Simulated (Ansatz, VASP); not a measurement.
KCl: VASP beside Ansatz

File POSCAR:

```
KCl
1.0
    4.4251989694      0.0000000000      0.0000000000
   -2.2125994847      3.8323347243      0.0000000000
    0.0000000000      0.0000000000      7.7857350621
K Cl
2 2
Direct
    0.0000000000      0.0000000000      0.0000000000
    0.0000000000      0.0000000000      0.5000000000
    0.3333333333      0.6666666667      0.2500000000
    0.6666666667      0.3333333333      0.7500000000
```

File INCAR.step1:

```
ALGO = Normal ; EDIFF = 1E-4
ENCUT = 520 ; GGA = PE
ISMEAR = 0 ; LASPH = T
LCHARG = F ; LREAL = F
LWAVE = T ; NBANDS = 24
NELM = 80 ; PREC = Accurate
SIGMA = 0.01
```

The input INCAR.step2:

```
ALGO = Normal ; EDIFF = 1E-6
ENCUT = 520 ; ISIF = 2
ISMEAR = 0 ; ISTART = 1
LASPH = T ; LCHARG = F
LMIXTAU = T ; LREAL = F
LWAVE = F ; METAGGA = R2SCAN
NBANDS = 24 ; NELM = 80
PREC = Accurate ; SIGMA = 0.01
```

KPOINTS

```
k-points
0
Gamma
  6 6 4
```

Input for Ansatz:

```yaml
crystal:
  lattice:
    - [4.4251989694, 0.0, 0.0]
    - [-2.2125994847, 3.8323347243, 0.0]
    - [0.0, 0.0, 7.7857350621]
  atoms:
    - { symbol: K, position: [0.0, 0.0, 0.0] }
    - { symbol: K, position: [0.0, 0.0, 0.5] }
    - { symbol: Cl, position: [0.3333333333, 0.6666666667, 0.25] }
    - { symbol: Cl, position: [0.6666666667, 0.3333333333, 0.75] }
kpoints:
  mp_grid: { grid: [6, 6, 4] }
hamiltonian:
  xc: r2scan
scf:
  occupations: { method: fixed }
  n_extra_bands: 5
output:
  forces: true
  stress: true
  eigenvalues: true
```

Alike in both runs: task single point; functional r2SCAN; k mesh 6 × 6 × 4; no spin polarisation.

|  | VASP | Ansatz |
| --- | --- | --- |
| version | VASP 6.6.1 | Ansatz 0.2.0 |
| potentials or method | VASP PAW PBE potentials, release 64 (K_sv, Cl) | plane waves, PAW |
| plane-wave cutoff (eV) | 520 | 500 |
| occupations | gaussian, width 0.01 eV | fixed |
| valence electrons in the cell | 32 | 32 |

Ansatz gave:

* gap on the k mesh at the Fermi level (eV): 5.57
* pressure (GPa): -0.9
* traceless stress, the component that is largest in VASP (GPa): -0.10

**Question.** Which values does VASP return?

**Answer.** gap on the k mesh at the Fermi level (eV): 5.57; pressure (GPa): -1.0; traceless stress, the component that is largest in VASP (GPa): -0.10.

VASP's potentials were made for PBE, not for r2SCAN.
